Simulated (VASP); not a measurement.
# CuB2 (P4/mmm) in VASP: a series of runs

Runs on CuB2. Level: PBE. Tasks: single point, relaxation of cell and atoms.

Everything below comes from runs of VASP 6.6.1. Logs are shortened: lines on timing, memory, paths and dates and some standing lists are left out, and cuts for length are marked.

### 1 The cell of the first run

It takes space group P4/mmm (No. 123, tetragonal). Conventional cell: a = 2.386 Å, b = 2.386 Å, c = 4.556 Å, α = 90.00°, β = 90.00°, γ = 90.00°. Cu (site symmetry 4/mmm) has 8 B at 2.22 Å and 4 Cu at 2.39 Å within 2.9 Å. Within 2.2 Å of B (site symmetry 4mm) lie 1 B at 1.66 Å.

### 2 Single point, PBE

The input, INCAR:

```
PREC     = Accurate       # precision mode
ENCUT    = 520            # plane-wave cutoff, eV
EDIFF    = 1E-6           # SCF threshold, eV
ISMEAR   = 0              # smearing method
SIGMA    = 0.1            # smearing width, eV
LREAL    = False          # projectors in reciprocal space
LASPH    = True           # aspherical terms in the spheres
NELM     = 100            # most SCF steps
ALGO     = Normal         # electronic algorithm
ISIF     = 2              # what is computed and relaxed
LWAVE    = False          # write WAVECAR
LCHARG   = True           # write CHGCAR
GGA      = PE             # functional
LELF     = True           # ELF
LVHAR    = True         
NBANDS   = 16             # bands
```

The input, KPOINTS:

```
regular mesh
0
Gamma
  8 8 4
```

The input, POSCAR:

```
CuB2
1.0
    2.3863645961      0.0000000000      0.0000000000
    0.0000000000      2.3863645961      0.0000000000
    0.0000000000      0.0000000000      4.5561078678
Cu B
1 2
Direct
    0.0000000000      0.0000000000      0.0000000000
    0.5000000000      0.5000000000      0.3178504761
    0.5000000000      0.5000000000      0.6821495239
```

Potentials or basis: VASP PAW PBE potentials, release 64 (Cu, B).

Run with:

```bash
> cat potpaw_PBE.64/Cu/POTCAR potpaw_PBE.64/B/POTCAR > POTCAR
> mpirun -np 1 vasp_std > vasp.out
```

OUTCAR:

```text
PREC = Accurate
   ENCUT = 520
   EDIFF = 1E-6
   ISMEAR = 0
   LREAL = False
   LASPH = True
   NELM = 100
   ISIF = 2
   GGA = PE

 ion  position               nearest neighbor table
   1  0.000  0.000  0.000-   2 2.22   3 2.22   2 2.22   3 2.22   2 2.22   3 2.22   2 2.22   3 2.22

   2  0.500  0.500  0.318-   3 1.66   1 2.22   1 2.22   1 2.22   1 2.22
   3  0.500  0.500  0.682-   2 1.66   1 2.22   1 2.22   1 2.22   1 2.22

  LATTYP: Found a simple tetragonal cell.
 ALAT       =     2.3863645961
 C/A-ratio  =     1.9092253863

  Lattice vectors:

 A1 = (   2.3863645961,   0.0000000000,   0.0000000000)
 A2 = (   0.0000000000,   2.3863645961,   0.0000000000)
 A3 = (   0.0000000000,   0.0000000000,   4.5561078678)

Analysis of symmetry for initial positions (statically):
=====================================================================
 Subroutine PRICEL returns:
 Original cell was already a primitive cell.

 Routine SETGRP: Setting up the symmetry group for a
 simple tetragonal supercell.

 Subroutine GETGRP returns: Found 16 space group operations
 (whereof 16 operations were pure point group operations)
 out of a pool of 16 trial point group operations.

The static configuration has the point symmetry D_4h.

Analysis of symmetry for dynamics (positions and initial velocities):
=====================================================================
 Subroutine PRICEL returns:
 Original cell was already a primitive cell.

 Routine SETGRP: Setting up the symmetry group for a
 simple tetragonal supercell.

 Subroutine GETGRP returns: Found 16 space group operations
 (whereof 16 operations were pure point group operations)
 out of a pool of 16 trial point group operations.

The dynamic configuration has the point symmetry D_4h.

 Subroutine INISYM returns: Found 16 space group operations
 (whereof 16 operations are pure point group operations),
 and found     1 'primitive' translations

----------------------------------------------------------------------------------------

                                     Primitive cell

  volume of cell :      25.9458

  direct lattice vectors                    reciprocal lattice vectors
     2.386364596  0.000000000  0.000000000     0.419047451  0.000000000  0.000000000
     0.000000000  2.386364596  0.000000000     0.000000000  0.419047451  0.000000000
     0.000000000  0.000000000  4.556107868     0.000000000  0.000000000  0.219485585

  length of vectors
     2.386364596  2.386364596  4.556107868     0.419047451  0.419047451  0.219485585

  position of ions in fractional coordinates (direct lattice)
     0.000000000  0.000000000  0.000000000
     0.500000000  0.500000000  0.317850476
     0.500000000  0.500000000  0.682149524

  ion indices of the primitive-cell ions
   primitive index   ion index
                 1           1
                 2           2
                 3           3

----------------------------------------------------------------------------------------

 KPOINTS: regular mesh

Automatic generation of k-mesh.
 Grid dimensions read from file:
 generate k-points for:    8    8    4

 Generating k-lattice:

  Cartesian coordinates                     Fractional coordinates (reciprocal lattice)
     0.052380931  0.000000000  0.000000000     0.125000000  0.000000000  0.000000000
     0.000000000  0.052380931  0.000000000     0.000000000  0.125000000  0.000000000
     0.000000000  0.000000000  0.054871396     0.000000000  0.000000000  0.250000000

  Length of vectors
     0.052380931  0.052380931  0.054871396

  Shift w.r.t. Gamma in fractional coordinates (k-lattice)
     0.000000000  0.000000000  0.000000000

 Subroutine IBZKPT returns following result:
 ===========================================

 Found     45 irreducible k-points:

 Following reciprocal coordinates:
            Coordinates               Weight
  0.000000  0.000000  0.000000      1.000000
  0.125000  0.000000  0.000000      4.000000
  0.250000  0.000000  0.000000      4.000000
  0.375000  0.000000  0.000000      4.000000
  0.500000  0.000000  0.000000      2.000000
  0.125000  0.125000  0.000000      4.000000
[... 16 lines left out ...]
  0.375000  0.125000  0.250000     16.000000
  0.500000  0.125000  0.250000      8.000000
 [... further k-points ...]
   k-points           NKPTS =     45   k-points in BZ     NKDIM =     45   number of bands    NBANDS=     16
   number of dos      NEDOS =    301   number of ions     NIONS =      3
   total plane-waves  NPLWV =  11664
   dimension x,y,z NGX =    18 NGY =   18 NGZ =   36
   dimension x,y,z NGXF=    36 NGYF=   36 NGZF=   72
   ions per type =               1   2
   NGX,Y,Z   is equivalent  to a cutoff of  12.54, 12.54, 13.14 a.u.
   NGXF,Y,Z  is equivalent  to a cutoff of  25.08, 25.08, 26.27 a.u.
 SYSTEM =  unknown system
   PREC   = accura    normal or accurate (medium, high low for compatibility)
   ISTART =      0    job   : 0-new  1-cont  2-samecut
   ICHARG =      2    charge: 1-file 2-atom 10-const
   ISPIN  =      1    spin polarized calculation?
   LNONCOLLINEAR =      F non collinear calculations
   LSORBIT =      F    spin-orbit coupling
   LASPH  =      T    aspherical Exc in radial PAW
   ENCUT  =  520.0 eV  38.22 Ry    6.18 a.u.   4.44  4.44  8.47*2*pi/ulx,y,z
   NELM   =    100;   NELMIN=  2; NELMDL= -5     # of ELM steps
   EDIFF  = 0.1E-05   stopping-criterion for ELM
   LREAL  =      F    real-space projection
   EDIFFG = 0.1E-04   stopping-criterion for IOM
   NSW    =      0    number of steps for IOM
   IBRION =     -1    ionic relax: 0-MD 1-quasi-New 2-CG
   NFREE  =      0    steps in history (QN), initial steepest desc. (CG)
   ISIF   =      2    stress and relaxation
   ISYM   =      2    0-nonsym 1-usesym 2-fastsym
   POTIM  = 0.5000    time-step for ionic-motion
   TEBEG  =    0.0;   TEEND  =   0.0 temperature during run
   PSTRESS=    0.0 pullay stress
   NELECT =      17.0000    total number of electrons
   NUPDOWN=      -1.0000    fix difference up-down
   EMIN   =  10.00;   EMAX   =-10.00  energy-range for DOS
   EFERMI =   0.00;   METHOD = LEGACY
   ISMEAR =     0;   SIGMA  =   0.10  broadening in eV -4-tet -1-fermi 0-gaus
   EFERMI_NEDOS =   21; number of points for ismear=-14 and -15
   IALGO  =     38    algorithm
   IMIX   =      4    mixing-type and parameters
     AMIX     =   0.40;   BMIX     =  1.00
     AMIX_MAG =   1.60;   BMIX_MAG =  1.00
  volume/ion in A,a.u.               =       8.65        58.36
  Fermi-wavevector in a.u.,A,eV,Ry     =   1.421899  2.686999 27.508197  2.021795
  Thomas-Fermi vector in A             =   2.542659
   LORBIT       =      0    0 simple, 1 ext, 2 COOP (PROOUT), +10 PAW based schemes
   GGA     = PE    functional components
   LHFCALC =     F    Hartree Fock is set to
   AEXX    =    0.0000 exact exchange contribution
   IVDW    =     0    specifies the selected vdW correction
   LEPSILON=     F    determine dielectric tensor
   LRPA    =     F    only Hartree local field effects (RPA)
 non-spin polarized calculation
 Gauss-broadening in eV      SIGMA  =   0.10
  energy-cutoff  :      520.00
  volume of cell :       25.95
 maximum number of plane-waves:       721
 NGX is ok and might be reduce to    18
   NGX =  9   NGY =  9   NGZ = 17

 number of electron      17.0000016 magnetization

 Free energy of the ion-electron system (eV)
  ---------------------------------------------------
  ext. energy  EPLUGINS =         0.00000000
  ---------------------------------------------------
  free energy    TOTEN  =       -14.90333561 eV

  energy without entropy =      -14.89725718  energy(sigma->0) =      -14.90029640

 E-fermi :   7.7235     XC(G=0): -12.4032

 val. band max:        7.7166467647   @ k =   0.3750   0.2500   0.2500
 cond. band min:       7.7774180628   @ k =   0.2500   0.1250   0.0000
 fundamental gap:      0.0607712981
 Fermi energy:         7.7234548183

 k-point     1 :       0.0000    0.0000    0.0000
  band No.  band energies     occupation
      1      -6.0023      2.00000
      2      -0.5495      2.00000
      3      -0.0909      2.00000
      4       1.8369      2.00000
      5       3.6508      2.00000
      6       3.6508      2.00000
[... 8 lines left out ...]
     15      22.5335      0.00000
     16      24.2274      0.00000

 k-point     2 :       0.1250    0.0000    0.0000
  band No.  band energies     occupation
      1      -5.6363      2.00000
      2      -0.2062      2.00000
      3       0.0180      2.00000
      4       1.9426      2.00000
      5       3.6864      2.00000
      6       3.6884      2.00000
[... 8 lines left out ...]
     15      23.1653      0.00000
     16      23.7951      0.00000

 k-point     3 :       0.2500    0.0000    0.0000
  band No.  band energies     occupation
      1      -4.5594      2.00000
      2       0.2647      2.00000
      3       0.7322      2.00000
      4       2.1451      2.00000
      5       3.6835      2.00000
      6       3.7727      2.00000
[... 8 lines left out ...]
     15      21.5344      0.00000
     16      24.4954      0.00000

 k-point     4 :       0.3750    0.0000    0.0000
  band No.  band energies     occupation
      1      -2.8371      2.00000
      2       0.4730      2.00000
      3       1.5142      2.00000
      4       2.0147      2.00000
      5       3.4149      2.00000
      6       3.4693      2.00000
[... 8 lines left out ...]
     15      21.4043      0.00000
     16      25.4406      0.00000

 k-point     5 :       0.5000    0.0000    0.0000
  band No.  band energies     occupation
      1      -0.8650      2.00000
      2      -0.2966      2.00000
      3       0.5440      2.00000
      4       2.3984      2.00000
      5       3.3482      2.00000
      6       3.5743      2.00000
[... 8 lines left out ...]
     15      21.8463      0.00000
     16      26.4614      0.00000

 k-point     6 :       0.1250    0.1250    0.0000
  band No.  band energies     occupation
      1      -5.2746      2.00000
      2       0.1206      2.00000
      3       0.1348      2.00000
      4       2.0631      2.00000
      5       3.4153      2.00000
      6       3.7185      2.00000
[... 8 lines left out ...]
     15      23.2663      0.00000
     16      23.9886      0.00000
[... 267 lines left out ...]
 k-point    21 :       0.1250    0.1250    0.2500
  band No.  band energies     occupation
      1      -4.8937      2.00000
      2      -2.0105      2.00000
      3       1.8901      2.00000
      4       2.0704      2.00000
      5       3.3758      2.00000
      6       3.3842      2.00000
[... 8 lines left out ...]
     15      24.4831      0.00000
     16      25.0329      0.00000

 k-point    22 :       0.2500    0.1250    0.2500
  band No.  band energies     occupation
      1      -3.8505      2.00000
      2      -1.1468      2.00000
      3       2.0103      2.00000
      4       2.3190      2.00000
      5       3.1179      2.00000
      6       3.4775      2.00000
[... 8 lines left out ...]
     15      23.8484      0.00000
     16      24.9264      0.00000

 k-point    23 :       0.3750    0.1250    0.2500
  band No.  band energies     occupation
      1      -2.2153      2.00000
      2      -0.0423      2.00000
      3       1.9032      2.00000
      4       2.1784      2.00000
      5       3.0988      2.00000
      6       3.2862      2.00000
[... 8 lines left out ...]
     15      23.6454      0.00000
     16      24.1423      0.00000

 k-point    24 :       0.5000    0.1250    0.2500
  band No.  band energies     occupation
      1      -0.6409      2.00000
      2       0.4694      2.00000
      3       0.6679      2.00000
      4       2.4800      2.00000
      5       2.7695      2.00000
      6       3.1514      2.00000
[... 8 lines left out ...]
     15      22.8129      0.00000
     16      23.5481      0.00000

 [... further k-points ...]
[... 5 lines left out ...]
  --------------------------------------------------------------------------------------
  -------------------------------------------------------------------------------------
  Total       -0.0257693     -0.0257693      0.0557700      0.0000000      0.0000000      0.0000000
  in kB       -1.5912749     -1.5912749      3.4438477      0.0000000      0.0000000      0.0000000
  external PRESSURE =       0.0870993 kB  Pullay stress =       0.0000000 kB

 VOLUME and BASIS-vectors are now :
 -----------------------------------------------------------------------------
  energy-cutoff  :      520.00
  volume of cell :       25.95
      direct lattice vectors                 reciprocal lattice vectors
     2.386364596  0.000000000  0.000000000     0.419047451  0.000000000  0.000000000
     0.000000000  2.386364596  0.000000000     0.000000000  0.419047451  0.000000000
     0.000000000  0.000000000  4.556107868     0.000000000  0.000000000  0.219485585

 POSITION                                       TOTAL-FORCE (eV/Angst)
 -----------------------------------------------------------------------------------
      0.00000      0.00000      0.00000         0.000000      0.000000      0.000000
      1.19318      1.19318      1.44816         0.000000     -0.000000      0.055019
      1.19318      1.19318      3.10795         0.000000     -0.000000     -0.055019
 -----------------------------------------------------------------------------------
    total drift:                               -0.000000      0.000000      0.000000

  FREE ENERGIE OF THE ION-ELECTRON SYSTEM (eV)
  ---------------------------------------------------
  free  energy   TOTEN  =       -14.9033356076 eV

  energy  without entropy=      -14.8972571840  energy(sigma->0) =      -14.90029640
```

Wall time 16 s (1 thread of Intel Xeon Platinum 8259CL at 2.50GHz (Skylake/Cascade Lake), shared host); peak memory 0.14 GiB.

Results:

```
Free energy   : -14.9033 eV
Pressure      : 0.0 GPa
Largest force : 0.055 eV/Å
```

Forces on the atoms (eV/Å):
```
Cu   0.000  0.000  0.000
B    0.000  0.000  0.055
B    0.000  0.000 -0.055
```

Stress tensor (GPa, compression positive):
```
-0.16  0.00  0.00
 0.00 -0.16  0.00
 0.00  0.00  0.34
```

(Part 1 of 2 ends here.)
